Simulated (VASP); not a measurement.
# LiF (P6_3mc) in VASP: single point with r2SCAN

Aim: the single point of LiF with r2SCAN.

Everything below comes from runs of VASP 6.6.1. Logs are shortened: lines on timing, memory, paths and dates and some standing lists are left out, and cuts for length are marked.

### 1 The cell of the first run

The structure is hexagonal, space group P6_3mc (No. 186). Conventional cell: a = 3.081 Å, b = 3.081 Å, c = 4.785 Å, α = 90.00°, β = 90.00°, γ = 120.00°. Li (site symmetry 3m) has 4 F at 1.86 to 1.87 Å within 2.5 Å. F (site symmetry 3m) has 4 Li at 1.86 to 1.87 Å within 2.5 Å.

### 2 Single point, r2SCAN

File POSCAR:

```
LiF
1.0
    3.0810126371      0.0000000000      0.0000000000
   -1.5405063186      2.6682352131      0.0000000000
    0.0000000000      0.0000000000      4.7853429675
Li F
2 2
Direct
    0.3333333333      0.6666666667     -0.0074305300
    0.6666666667      0.3333333333      0.4925694700
    0.3333333333      0.6666666667      0.3824305300
    0.6666666667      0.3333333333      0.8824305300
```

File INCAR.step1:

```
SYSTEM = LiF
PREC = Accurate
ENCUT = 520
ISMEAR = 0
SIGMA = 0.01
LREAL = .False.
LASPH = .True.
NELM = 60
NBANDS = 18
GGA = PE
ALGO = Normal
EDIFF = 1E-4
LWAVE = .True.
LCHARG = .False.
```

File INCAR.step2:

```
SYSTEM = LiF
PREC = Accurate
ENCUT = 520
EDIFF = 1E-6
ISMEAR = 0
SIGMA = 0.01
LREAL = .False.
LASPH = .True.
NELM = 60
ALGO = Normal
ISIF = 2
LWAVE = .False.
LCHARG = .True.
METAGGA = R2SCAN
LMIXTAU = .True.
LELF = .True.
LVHAR = .True.
NBANDS = 18
ISTART = 1
```

File KPOINTS:

```
regular mesh
0
Gamma
  9 9 4
  0 0 0
```

Potentials or basis: VASP PAW PBE potentials, release 64 (Li_sv, F).

Started as:

```
cat potpaw_PBE.64/Li_sv/POTCAR potpaw_PBE.64/F/POTCAR > POTCAR
cp INCAR.step1 INCAR
mpirun -np 1 vasp_std > vasp.out
cp INCAR.step2 INCAR
mpirun -np 1 vasp_std > vasp.out
```

OUTCAR:

```text
SYSTEM = LiF
   PREC = Accurate
   ENCUT = 520
   EDIFF = 1E-6
   ISMEAR = 0
   LREAL = .False.
   LASPH = .True.
   NELM = 60
   ISIF = 2
   METAGGA = R2SCAN
   ISTART = 1

 ion  position               nearest neighbor table
   1  0.333  0.667  0.993-   4 1.86   4 1.86   4 1.86   3 1.87
   2  0.667  0.333  0.493-   3 1.86   3 1.86   3 1.86   4 1.87
   3  0.333  0.667  0.382-   2 1.86   2 1.86   2 1.86   1 1.87
   4  0.667  0.333  0.882-   1 1.86   1 1.86   1 1.86   2 1.87

  LATTYP: Found a hexagonal cell.
 ALAT       =     3.0810126371
 C/A-ratio  =     1.5531721324

  Lattice vectors:

 A1 = (   3.0810126371,   0.0000000000,   0.0000000000)
 A2 = (  -1.5405063186,   2.6682352131,   0.0000000000)
 A3 = (   0.0000000000,   0.0000000000,   4.7853429675)

Analysis of symmetry for initial positions (statically):
=====================================================================
 Subroutine PRICEL returns:
 Original cell was already a primitive cell.

 Routine SETGRP: Setting up the symmetry group for a
 hexagonal supercell.

 Subroutine GETGRP returns: Found 12 space group operations
 (whereof  6 operations were pure point group operations)
 out of a pool of 24 trial point group operations.

The static configuration has the point symmetry C_3v.
 The point group associated with its full space group is C_6v.

Analysis of symmetry for dynamics (positions and initial velocities):
=====================================================================
 Subroutine PRICEL returns:
 Original cell was already a primitive cell.

 Routine SETGRP: Setting up the symmetry group for a
 hexagonal supercell.

 Subroutine GETGRP returns: Found 12 space group operations
 (whereof  6 operations were pure point group operations)
 out of a pool of 24 trial point group operations.

The dynamic configuration has the point symmetry C_3v.
 The point group associated with its full space group is C_6v.

 Subroutine INISYM returns: Found 12 space group operations
 (whereof  6 operations are pure point group operations),
 and found     1 'primitive' translations

----------------------------------------------------------------------------------------

                                     Primitive cell

  volume of cell :      39.3397

  direct lattice vectors                    reciprocal lattice vectors
     3.081012637  0.000000000  0.000000000     0.324568614  0.187389776  0.000000000
    -1.540506319  2.668235213  0.000000000     0.000000000  0.374779553  0.000000000
     0.000000000  0.000000000  4.785342968     0.000000000  0.000000000  0.208971438

  length of vectors
     3.081012637  3.081012637  4.785342968     0.374779553  0.374779553  0.208971438

  position of ions in fractional coordinates (direct lattice)
     0.333333333  0.666666667  0.992569470
     0.666666667  0.333333333  0.492569470
     0.333333333  0.666666667  0.382430530
     0.666666667  0.333333333  0.882430530

  ion indices of the primitive-cell ions
   primitive index   ion index
                 1           1
                 2           2
                 3           3
                 4           4

----------------------------------------------------------------------------------------

 KPOINTS: regular mesh

Automatic generation of k-mesh.
 Grid dimensions read from file:
 generate k-points for:    9    9    4

 Generating k-lattice:

  Cartesian coordinates                     Fractional coordinates (reciprocal lattice)
     0.036063179  0.020821086  0.000000000     0.111111111  0.000000000  0.000000000
     0.000000000  0.041642173  0.000000000     0.000000000  0.111111111  0.000000000
     0.000000000  0.000000000  0.052242859     0.000000000  0.000000000  0.250000000

  Length of vectors
     0.041642173  0.041642173  0.052242859

  Shift w.r.t. Gamma in fractional coordinates (k-lattice)
     0.000000000  0.000000000  0.000000000

 Subroutine IBZKPT returns following result:
 ===========================================

 Found     36 irreducible k-points:

 Following reciprocal coordinates:
            Coordinates               Weight
  0.000000  0.000000  0.000000      1.000000
  0.111111  0.000000  0.000000      6.000000
  0.222222  0.000000  0.000000      6.000000
  0.333333  0.000000  0.000000      6.000000
  0.444444  0.000000  0.000000      6.000000
  0.111111  0.111111  0.000000      6.000000
[... 16 lines left out ...]
  0.333333  0.222222  0.250000     24.000000
  0.333333  0.333333  0.250000      4.000000
 [... further k-points ...]
   k-points           NKPTS =     36   k-points in BZ     NKDIM =     36   number of bands    NBANDS=     18
   number of dos      NEDOS =    301   number of ions     NIONS =      4
   total plane-waves  NPLWV =  20736
   dimension x,y,z NGX =    24 NGY =   24 NGZ =   36
   dimension x,y,z NGXF=    48 NGYF=   48 NGZF=   72
   ions per type =               2   2
   NGX,Y,Z   is equivalent  to a cutoff of  12.95, 12.95, 12.51 a.u.
   NGXF,Y,Z  is equivalent  to a cutoff of  25.90, 25.90, 25.01 a.u.
 SYSTEM =  LiF
   PREC   = accura    normal or accurate (medium, high low for compatibility)
   ISTART =      1    job   : 0-new  1-cont  2-samecut
   ICHARG =      0    charge: 1-file 2-atom 10-const
   ISPIN  =      1    spin polarized calculation?
   LNONCOLLINEAR =      F non collinear calculations
   LSORBIT =      F    spin-orbit coupling
   LASPH  =      T    aspherical Exc in radial PAW
   ENCUT  =  520.0 eV  38.22 Ry    6.18 a.u.   5.73  5.73  8.90*2*pi/ulx,y,z
   NELM   =     60;   NELMIN=  2; NELMDL=  0     # of ELM steps
   EDIFF  = 0.1E-05   stopping-criterion for ELM
   LREAL  =      F    real-space projection
   EDIFFG = 0.1E-04   stopping-criterion for IOM
   NSW    =      0    number of steps for IOM
   IBRION =     -1    ionic relax: 0-MD 1-quasi-New 2-CG
   NFREE  =      0    steps in history (QN), initial steepest desc. (CG)
   ISIF   =      2    stress and relaxation
   ISYM   =      2    0-nonsym 1-usesym 2-fastsym
   POTIM  = 0.5000    time-step for ionic-motion
   TEBEG  =    0.0;   TEEND  =   0.0 temperature during run
   PSTRESS=    0.0 pullay stress
   NELECT =      20.0000    total number of electrons
   NUPDOWN=      -1.0000    fix difference up-down
   EMIN   =  10.00;   EMAX   =-10.00  energy-range for DOS
   EFERMI =   0.00;   METHOD = LEGACY
   ISMEAR =     0;   SIGMA  =   0.01  broadening in eV -4-tet -1-fermi 0-gaus
   EFERMI_NEDOS =   21; number of points for ismear=-14 and -15
   IALGO  =     38    algorithm
   IMIX   =      4    mixing-type and parameters
     AMIX     =   0.40;   BMIX     =  1.00
     AMIX_MAG =   1.60;   BMIX_MAG =  1.00
  volume/ion in A,a.u.               =       9.83        66.37
  Fermi-wavevector in a.u.,A,eV,Ry     =   1.306596  2.469108 23.227767  1.707193
  Thomas-Fermi vector in A             =   2.437387
   LORBIT       =      0    0 simple, 1 ext, 2 COOP (PROOUT), +10 PAW based schemes
   METAGGA = R2SCAN    functional components
   LHFCALC =     F    Hartree Fock is set to
   AEXX    =    0.0000 exact exchange contribution
   IVDW    =     0    specifies the selected vdW correction
   LEPSILON=     F    determine dielectric tensor
   LRPA    =     F    only Hartree local field effects (RPA)
 non-spin polarized calculation
 Gauss-broadening in eV      SIGMA  =   0.01
  energy-cutoff  :      520.00
  volume of cell :       39.34
 maximum number of plane-waves:      1085
 NGX is ok and might be reduce to    24
   NGX = 11   NGY = 11   NGZ = 17

 number of electron      20.0000014 magnetization

 Free energy of the ion-electron system (eV)
  ---------------------------------------------------
  ext. energy  EPLUGINS =         0.00000000
  ---------------------------------------------------
  free energy    TOTEN  =       -23.65874912 eV

  energy without entropy =      -23.65874912  energy(sigma->0) =      -23.65874912

 E-fermi :  -2.8999     XC(G=0):  -9.4026

 val. band max:       -3.0262425470   @ k =   0.0000   0.0000   0.0000
 cond. band min:       5.6502005937   @ k =   0.0000   0.0000   0.0000
 fundamental gap:      8.6764431407
 Fermi energy:        -2.8999363159

 k-point     1 :       0.0000    0.0000    0.0000
  band No.  band energies     occupation
      1     -44.5905      2.00000
      2     -44.5467      2.00000
      3     -23.6236      2.00000
      4     -23.3914      2.00000
      5      -5.2183      2.00000
      6      -3.5432      2.00000
[... 10 lines left out ...]
     17      18.1859      0.00000
     18      19.2101      0.00000

 k-point     2 :       0.1111    0.0000    0.0000
  band No.  band energies     occupation
      1     -44.5865      2.00000
      2     -44.5451      2.00000
      3     -23.6090      2.00000
      4     -23.3888      2.00000
      5      -5.1559      2.00000
      6      -3.6680      2.00000
[... 10 lines left out ...]
     17      18.3822      0.00000
     18      19.0800      0.00000

 k-point     3 :       0.2222    0.0000    0.0000
  band No.  band energies     occupation
      1     -44.5763      2.00000
      2     -44.5414      2.00000
      3     -23.5702      2.00000
      4     -23.3851      2.00000
      5      -4.9975      2.00000
      6      -4.0201      2.00000
[... 10 lines left out ...]
     17      18.4373      0.00000
     18      18.7022      0.00000

 k-point     4 :       0.3333    0.0000    0.0000
  band No.  band energies     occupation
      1     -44.5636      2.00000
      2     -44.5384      2.00000
      3     -23.5193      2.00000
      4     -23.3871      2.00000
      5      -4.9053      2.00000
      6      -4.3093      2.00000
[... 375 lines left out ...]
      4     -23.4072      2.00000
      5      -4.7114      2.00000
      6      -4.6394      2.00000
[... 10 lines left out ...]
     17      18.3002      0.00000
     18      19.4411      0.00000

 k-point    23 :       0.3333    0.2222    0.2500
  band No.  band energies     occupation
      1     -44.5471      2.00000
      2     -44.5401      2.00000
      3     -23.4482      2.00000
      4     -23.4128      2.00000
      5      -4.9401      2.00000
      6      -4.4749      2.00000
[... 10 lines left out ...]
     17      17.8026      0.00000
     18      19.7839      0.00000

 k-point    24 :       0.3333    0.3333    0.2500
  band No.  band energies     occupation
      1     -44.5422      2.00000
      2     -44.5422      2.00000
      3     -23.4258      2.00000
      4     -23.4258      2.00000
      5      -4.9825      2.00000
      6      -4.2961      2.00000
[... 10 lines left out ...]
     17      17.3626      0.00000
     18      19.9448      0.00000

 [... further k-points ...]

------------------------ aborting loop because EDIFF is reached ----------------------------------------

  FORCE on cell =-STRESS in cart. coord.  units (eV):
  Direction    XX          YY          ZZ          XY          YZ          ZX
  --------------------------------------------------------------------------------------
  -------------------------------------------------------------------------------------
  Total       -0.0758510     -0.0758510     -0.0672200      0.0000000      0.0000000      0.0000000
  in kB       -3.0891644     -3.0891644     -2.7376541      0.0000000      0.0000000      0.0000000
  external PRESSURE =      -2.9719943 kB  Pullay stress =       0.0000000 kB

 VOLUME and BASIS-vectors are now :
 -----------------------------------------------------------------------------
  energy-cutoff  :      520.00
  volume of cell :       39.34
      direct lattice vectors                 reciprocal lattice vectors
     3.081012637  0.000000000  0.000000000     0.324568614  0.187389776  0.000000000
    -1.540506319  2.668235213  0.000000000     0.000000000  0.374779553  0.000000000
     0.000000000  0.000000000  4.785342968     0.000000000  0.000000000  0.208971438

 POSITION                                       TOTAL-FORCE (eV/Angst)
 -----------------------------------------------------------------------------------
     -0.00000      1.77882      4.74979         0.000000      0.000000     -0.003414
      1.54051      0.88941      2.35711        -0.000000      0.000000     -0.003414
     -0.00000      1.77882      1.83006        -0.000000      0.000000      0.003414
      1.54051      0.88941      4.22273        -0.000000     -0.000000      0.003414
 -----------------------------------------------------------------------------------
    total drift:                               -0.000001     -0.000001     -0.057040

  FREE ENERGIE OF THE ION-ELECTRON SYSTEM (eV)
  ---------------------------------------------------
  free  energy   TOTEN  =       -23.6587491192 eV

  energy  without entropy=      -23.6587491192  energy(sigma->0) =      -23.65874912
```

Run time: 3.2 min. Hardware: 1 thread of AMD EPYC, shared host; peak memory 0.13 GiB.

Results:

```
Free energy            : -23.6587 eV
Largest force          : 0.003 eV/Å
Band gap on the k mesh : 8.68 eV
```

Forces on the atoms (eV/Å):
```
Li   0.000  0.000 -0.003
Li   0.000  0.000 -0.003
F    0.000  0.000  0.003
F    0.000  0.000  0.003
```

Caveat: the cutoff is under 1.25 times the usual one of these potentials, so pressure, stress and relaxed cells hold a basis-set (Pulay) error; the PAW data sets were made with another functional, which shifts forces and pressure a little; an odd mesh through Γ misses points on the zone boundary, where band edges can lie.
